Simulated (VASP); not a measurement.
# H2 in VASP: notebook

The runs below take H2 through single point, with LDA.

Everything below comes from runs of VASP 6.6.1. Logs are shortened: lines on timing, memory, paths and dates and some standing lists are left out, and cuts for length are marked.

## Step 1: The cell of the first run

The cell holds a molecule in a box, 2 atoms: a = 8.000 Å, b = 8.000 Å, c = 8.000 Å, α = 90.00°, β = 90.00°, γ = 90.00°.

## Step 2: Single point, LDA

INCAR

```
SYSTEM = H
PREC = Accurate
ENCUT = 400
EDIFF = 1E-6
ISMEAR = 0
SIGMA = 0.01
LREAL = .FALSE.
LASPH = .TRUE.
NELM = 120
ALGO = Normal
ISIF = 2
LWAVE = .FALSE.
LCHARG = .FALSE.
NBANDS = 8
GGA_COMPAT = .FALSE.
NELMDL = -8
```

KPOINTS

```
Automatic mesh
0
G
  1 1 1
  0 0 0
```

POSCAR

```
H
1.0
    8.0000000000      0.0000000000      0.0000000000
    0.0000000000      8.0000000000      0.0000000000
    0.0000000000      0.0000000000      8.0000000000
H
2
Direct
    0.5000000000      0.5000000000      0.4500000000
    0.5000000000      0.5000000000      0.5500000000
```

Potentials or basis: VASP PAW LDA potentials, release 64 (H).

Run with:

```sh
$ cat potpaw_LDA.64/H/POTCAR > POTCAR
$ mpirun -np 1 vasp_gam > vasp.out
```

OUTCAR:

```text
SYSTEM = H
   PREC = Accurate
   ENCUT = 400
   EDIFF = 1E-6
   ISMEAR = 0
   LREAL = .FALSE.
   LASPH = .TRUE.
   NELM = 120
   ISIF = 2
   NELMDL = -8

 ion  position               nearest neighbor table
   1  0.500  0.500  0.450-   2 0.80
   2  0.500  0.500  0.550-   1 0.80

  LATTYP: Found a simple cubic cell.
 ALAT       =     8.0000000000

  Lattice vectors:

 A1 = (   8.0000000000,   0.0000000000,   0.0000000000)
 A2 = (   0.0000000000,   8.0000000000,   0.0000000000)
 A3 = (   0.0000000000,   0.0000000000,   8.0000000000)

Analysis of symmetry for initial positions (statically):
=====================================================================
 Subroutine PRICEL returns:
 Original cell was already a primitive cell.

 Routine SETGRP: Setting up the symmetry group for a
 simple cubic supercell.

 Subroutine GETGRP returns: Found 16 space group operations
 (whereof 16 operations were pure point group operations)
 out of a pool of 48 trial point group operations.

The static configuration has the point symmetry D_4h.

Analysis of symmetry for dynamics (positions and initial velocities):
=====================================================================
 Subroutine PRICEL returns:
 Original cell was already a primitive cell.

 Routine SETGRP: Setting up the symmetry group for a
 simple cubic supercell.

 Subroutine GETGRP returns: Found 16 space group operations
 (whereof 16 operations were pure point group operations)
 out of a pool of 48 trial point group operations.

The dynamic configuration has the point symmetry D_4h.

 Subroutine INISYM returns: Found 16 space group operations
 (whereof 16 operations are pure point group operations),
 and found     1 'primitive' translations

----------------------------------------------------------------------------------------

                                     Primitive cell

  volume of cell :     512.0000

  direct lattice vectors                    reciprocal lattice vectors
     8.000000000  0.000000000  0.000000000     0.125000000  0.000000000  0.000000000
     0.000000000  8.000000000  0.000000000     0.000000000  0.125000000  0.000000000
     0.000000000  0.000000000  8.000000000     0.000000000  0.000000000  0.125000000

  length of vectors
     8.000000000  8.000000000  8.000000000     0.125000000  0.125000000  0.125000000

  position of ions in fractional coordinates (direct lattice)
     0.500000000  0.500000000  0.450000000
     0.500000000  0.500000000  0.550000000

  ion indices of the primitive-cell ions
   primitive index   ion index
                 1           1
                 2           2

----------------------------------------------------------------------------------------

 KPOINTS: Automatic mesh

Automatic generation of k-mesh.
 Grid dimensions read from file:
 generate k-points for:    1    1    1

 Generating k-lattice:

  Cartesian coordinates                     Fractional coordinates (reciprocal lattice)
     0.125000000  0.000000000  0.000000000     1.000000000  0.000000000  0.000000000
     0.000000000  0.125000000  0.000000000     0.000000000  1.000000000  0.000000000
     0.000000000  0.000000000  0.125000000     0.000000000  0.000000000  1.000000000

  Length of vectors
     0.125000000  0.125000000  0.125000000

  Shift w.r.t. Gamma in fractional coordinates (k-lattice)
     0.000000000  0.000000000  0.000000000

 Subroutine IBZKPT returns following result:
 ===========================================

 Found      1 irreducible k-points:

 Following reciprocal coordinates:
            Coordinates               Weight
  0.000000  0.000000  0.000000      1.000000
   k-points           NKPTS =      1   k-points in BZ     NKDIM =      1   number of bands    NBANDS=      8
   number of dos      NEDOS =    301   number of ions     NIONS =      2
   total plane-waves  NPLWV = 157464
   dimension x,y,z NGX =    54 NGY =   54 NGZ =   54
   dimension x,y,z NGXF=   108 NGYF=  108 NGZF=  108
   ions per type =               2
   NGX,Y,Z   is equivalent  to a cutoff of  11.22, 11.22, 11.22 a.u.
   NGXF,Y,Z  is equivalent  to a cutoff of  22.44, 22.44, 22.44 a.u.
 SYSTEM =  H
   PREC   = accura    normal or accurate (medium, high low for compatibility)
   ISTART =      0    job   : 0-new  1-cont  2-samecut
   ICHARG =      2    charge: 1-file 2-atom 10-const
   ISPIN  =      1    spin polarized calculation?
   LNONCOLLINEAR =      F non collinear calculations
   LSORBIT =      F    spin-orbit coupling
   LASPH  =      T    aspherical Exc in radial PAW
   ENCUT  =  400.0 eV  29.40 Ry    5.42 a.u.  13.05 13.05 13.05*2*pi/ulx,y,z
   NELM   =    120;   NELMIN=  2; NELMDL= -8     # of ELM steps
   EDIFF  = 0.1E-05   stopping-criterion for ELM
   LREAL  =      F    real-space projection
   EDIFFG = 0.1E-04   stopping-criterion for IOM
   NSW    =      0    number of steps for IOM
   IBRION =     -1    ionic relax: 0-MD 1-quasi-New 2-CG
   NFREE  =      0    steps in history (QN), initial steepest desc. (CG)
   ISIF   =      2    stress and relaxation
   ISYM   =      2    0-nonsym 1-usesym 2-fastsym
   POTIM  = 0.5000    time-step for ionic-motion
   TEBEG  =    0.0;   TEEND  =   0.0 temperature during run
   PSTRESS=    0.0 pullay stress
   NELECT =       2.0000    total number of electrons
   NUPDOWN=      -1.0000    fix difference up-down
   EMIN   =  10.00;   EMAX   =-10.00  energy-range for DOS
   EFERMI =   0.00;   METHOD = LEGACY
   ISMEAR =     0;   SIGMA  =   0.01  broadening in eV -4-tet -1-fermi 0-gaus
   EFERMI_NEDOS =   21; number of points for ismear=-14 and -15
   IALGO  =     38    algorithm
   IMIX   =      4    mixing-type and parameters
     AMIX     =   0.40;   BMIX     =  1.00
     AMIX_MAG =   1.60;   BMIX_MAG =  1.00
  volume/ion in A,a.u.               =     256.00      1727.57
  Fermi-wavevector in a.u.,A,eV,Ry     =   0.257827  0.487222  0.904443  0.066475
  Thomas-Fermi vector in A             =   1.082725
   LORBIT       =      0    0 simple, 1 ext, 2 COOP (PROOUT), +10 PAW based schemes
   GGA     = CA    functional components
   LHFCALC =     F    Hartree Fock is set to
   AEXX    =    0.0000 exact exchange contribution
   IVDW    =     0    specifies the selected vdW correction
   LEPSILON=     F    determine dielectric tensor
   LRPA    =     F    only Hartree local field effects (RPA)
 non-spin polarized calculation
 Gauss-broadening in eV      SIGMA  =   0.01
  energy-cutoff  :      400.00
  volume of cell :      512.00
 maximum number of plane-waves:      4658
 NGX is ok and might be reduce to    54
   NGX = 27   NGY = 27   NGZ = 27

 number of electron       2.0000000 magnetization

 Free energy of the ion-electron system (eV)
  ---------------------------------------------------
  ext. energy  EPLUGINS =         0.00000000
  ---------------------------------------------------
  free energy    TOTEN  =        -6.67038940 eV

  energy without entropy =       -6.67038940  energy(sigma->0) =       -6.67038940

 E-fermi :  -9.8575     XC(G=0):  -0.6910

 val. band max:       -9.9305921679   @ k =   0.0000   0.0000   0.0000
 cond. band min:      -0.2191666420   @ k =   0.0000   0.0000   0.0000
 fundamental gap:      9.7114255259
 Fermi energy:        -9.8575009496

 k-point     1 :       0.0000    0.0000    0.0000
  band No.  band energies     occupation
      1      -9.9306      2.00000
      2      -0.2192      0.00000
      3       0.4186      0.00000
      4       1.3912      0.00000
      5       1.3912      0.00000
      6       1.9872      0.00000
      7       2.0392      0.00000
      8       2.4229      0.00000

------------------------ aborting loop because EDIFF is reached ----------------------------------------

  FORCE on cell =-STRESS in cart. coord.  units (eV):
  Direction    XX          YY          ZZ          XY          YZ          ZX
  --------------------------------------------------------------------------------------
  -------------------------------------------------------------------------------------
  Total       -0.1137398     -0.1137398     -0.9052557      0.0000000      0.0000000      0.0000000
  in kB       -0.3559206     -0.3559206     -2.8327738      0.0000000      0.0000000      0.0000000
  external PRESSURE =      -1.1815383 kB  Pullay stress =       0.0000000 kB

 VOLUME and BASIS-vectors are now :
 -----------------------------------------------------------------------------
  energy-cutoff  :      400.00
  volume of cell :      512.00
      direct lattice vectors                 reciprocal lattice vectors
     8.000000000  0.000000000  0.000000000     0.125000000  0.000000000  0.000000000
     0.000000000  8.000000000  0.000000000     0.000000000  0.125000000  0.000000000
     0.000000000  0.000000000  8.000000000     0.000000000  0.000000000  0.125000000

 POSITION                                       TOTAL-FORCE (eV/Angst)
 -----------------------------------------------------------------------------------
      4.00000      4.00000      3.60000        -0.000000      0.000000      0.953546
      4.00000      4.00000      4.40000         0.000000      0.000000     -0.953546
 -----------------------------------------------------------------------------------
    total drift:                                0.000000      0.000000      0.000000

  FREE ENERGIE OF THE ION-ELECTRON SYSTEM (eV)
  ---------------------------------------------------
  free  energy   TOTEN  =        -6.6703894044 eV

  energy  without entropy=       -6.6703894044  energy(sigma->0) =       -6.67038940
```

Run time: 8 s. Hardware: 1 thread of AMD EPYC 7R43 (Zen 3), shared host; peak memory 0.22 GiB.

Results:

| Property | Result |
| --- | --- |
| Free energy | -6.6704 eV |
| Largest force | 0.954 eV/Å |
| Gap between the frontier levels | 9.71 eV |

Forces in eV/Å, atoms in the order of the input:
```
H    0.000  0.000  0.954
H    0.000  0.000 -0.954
```

Levels at points of the mesh, in eV from the valence-band top:
| k point | band 1 | band 2 | band 3 | band 4 | band 5 |
| --- | --- | --- | --- | --- | --- |
| (0.00, 0.00, 0.00) | 0.00 | 9.71 | 10.35 | 11.32 | 11.32 |

## Step 3: Single point, LDA

INCAR

```
SYSTEM = H
  ALGO = Normal
  EDIFF = 1E-6
  ENCUT = 400
  GGA = CA
  GGA_COMPAT = .False.
  ISIF = 2
  ISMEAR = 0
  LASPH = .True.
  LCHARG = .False.
  LREAL = .False.
  LWAVE = .False.
  NBANDS = 8
  NELM = 120
  NELMDL = -8
  PREC = Accurate
  SIGMA = 0.01
```

KPOINTS

```
k-points
0
Gamma
  1 1 1
  0 0 0
```

POSCAR

```
H
1.0
    8.0000000000      0.0000000000      0.0000000000
    0.0000000000      8.0000000000      0.0000000000
    0.0000000000      0.0000000000      8.0000000000
H
2
Direct
    0.5000000000      0.5000000000      0.4468750000
    0.5000000000      0.5000000000      0.5531250000
```

Potentials or basis: VASP PAW LDA potentials, release 64 (H).

Run with:

```sh
$ cat potpaw_LDA.64/H/POTCAR > POTCAR
$ mpirun -np 1 vasp_gam > vasp.out
```

OUTCAR:

```text
SYSTEM = H
   EDIFF = 1E-6
   ENCUT = 400
   GGA = CA
   ISIF = 2
   ISMEAR = 0
   LASPH = .True.
   LREAL = .False.
   NELM = 120
   NELMDL = -8
   PREC = Accurate

 ion  position               nearest neighbor table
   1  0.500  0.500  0.447-   2 0.85
   2  0.500  0.500  0.553-   1 0.85

  LATTYP: Found a simple cubic cell.
 ALAT       =     8.0000000000

  Lattice vectors:

 A1 = (   8.0000000000,   0.0000000000,   0.0000000000)
[... 171 lines left out ...]

------------------------ aborting loop because EDIFF is reached ----------------------------------------

  FORCE on cell =-STRESS in cart. coord.  units (eV):
  Direction    XX          YY          ZZ          XY          YZ          ZX
  --------------------------------------------------------------------------------------
  -------------------------------------------------------------------------------------
  Total       -0.1099593     -0.1099593     -1.8806874     -0.0000000      0.0000000      0.0000000
  in kB       -0.3440904     -0.3440904     -5.8851458     -0.0000000      0.0000000      0.0000000
  external PRESSURE =      -2.1911089 kB  Pullay stress =       0.0000000 kB

 VOLUME and BASIS-vectors are now :
 -----------------------------------------------------------------------------
  energy-cutoff  :      400.00
  volume of cell :      512.00
      direct lattice vectors                 reciprocal lattice vectors
     8.000000000  0.000000000  0.000000000     0.125000000  0.000000000  0.000000000
     0.000000000  8.000000000  0.000000000     0.000000000  0.125000000  0.000000000
     0.000000000  0.000000000  8.000000000     0.000000000  0.000000000  0.125000000

 POSITION                                       TOTAL-FORCE (eV/Angst)
 -----------------------------------------------------------------------------------
      4.00000      4.00000      3.57500         0.000000      0.000000      2.061102
      4.00000      4.00000      4.42500         0.000000      0.000000     -2.061102
 -----------------------------------------------------------------------------------
    total drift:                                0.000000      0.000000      0.000000

  FREE ENERGIE OF THE ION-ELECTRON SYSTEM (eV)
  ---------------------------------------------------
  free  energy   TOTEN  =        -6.5936028240 eV

  energy  without entropy=       -6.5936028240  energy(sigma->0) =       -6.59360282
```

OSZICAR:

```text
N       E                     dE             d eps       ncg     rms          rms(c)
DAV:   1    -0.399853437556E+01   -0.39985E+01   -0.49389E+02    16   0.111E+02
DAV:   2    -0.713441256863E+01   -0.31359E+01   -0.31359E+01    24   0.209E+01
DAV:   3    -0.714289725724E+01   -0.84847E-02   -0.84847E-02    24   0.136E+00
DAV:   4    -0.714290068474E+01   -0.34275E-05   -0.34275E-05    16   0.323E-02
DAV:   5    -0.714290070712E+01   -0.22385E-07   -0.22385E-07    16   0.296E-03
DAV:   6    -0.714290070734E+01   -0.21926E-09   -0.21952E-09    16   0.264E-04
DAV:   7    -0.714290070734E+01   -0.21316E-11   -0.25224E-11     8   0.295E-05
DAV:   8    -0.714290070734E+01   -0.25580E-12   -0.10907E-11     8   0.116E-05    0.379E+00
DAV:   9    -0.677672360836E+01    0.36618E+00   -0.20952E-01    16   0.131E+00    0.205E+00
DAV:  10    -0.658737439402E+01    0.18935E+00   -0.39614E-01    16   0.183E+00    0.250E-01
DAV:  11    -0.658993573210E+01   -0.25613E-02   -0.18421E-03    16   0.142E-01    0.117E-01
DAV:  12    -0.658908238906E+01    0.85334E-03   -0.20828E-03    16   0.125E-01    0.376E-02
DAV:  13    -0.659205537625E+01   -0.29730E-02   -0.83639E-04    16   0.740E-02    0.179E-02
DAV:  14    -0.659263267019E+01   -0.57729E-03   -0.23756E-05    16   0.159E-02    0.728E-03
DAV:  15    -0.659345324487E+01   -0.82057E-03   -0.13255E-04    16   0.302E-02    0.305E-03
DAV:  16    -0.659357686089E+01   -0.12362E-03   -0.11296E-05    16   0.843E-03    0.819E-04
DAV:  17    -0.659359709173E+01   -0.20231E-04   -0.14248E-06    16   0.297E-03    0.361E-04
DAV:  18    -0.659360259772E+01   -0.55060E-05   -0.35380E-07    16   0.157E-03    0.909E-05
DAV:  19    -0.659360282400E+01   -0.22628E-06   -0.66764E-09    16   0.232E-04
   1 F= -.65936028E+01 E0= -.65936028E+01  d E =-.197048E-24
```

Run time: 6.6 s. Hardware: 1 thread of AMD EPYC 7R43 (Zen 3), shared host; peak memory 0.23 GiB.

What came out:

```yaml
Free_energy: -6.5936 eV
Largest_force: 2.061 eV/Å
Gap_between_the_frontier_levels: 9.49 eV
```

Forces in eV/Å, atoms in the order of the input:
```
H    0.000  0.000  2.061
H    0.000  0.000 -2.061
```

Levels at points of the mesh, in eV from the valence-band top:
| k point | band 1 | band 2 | band 3 | band 4 | band 5 | band 6 |
| --- | --- | --- | --- | --- | --- | --- |
| (0.00, 0.00, 0.00) | 0.00 | 9.49 | 9.91 | 11.08 | 11.08 | 11.68 |
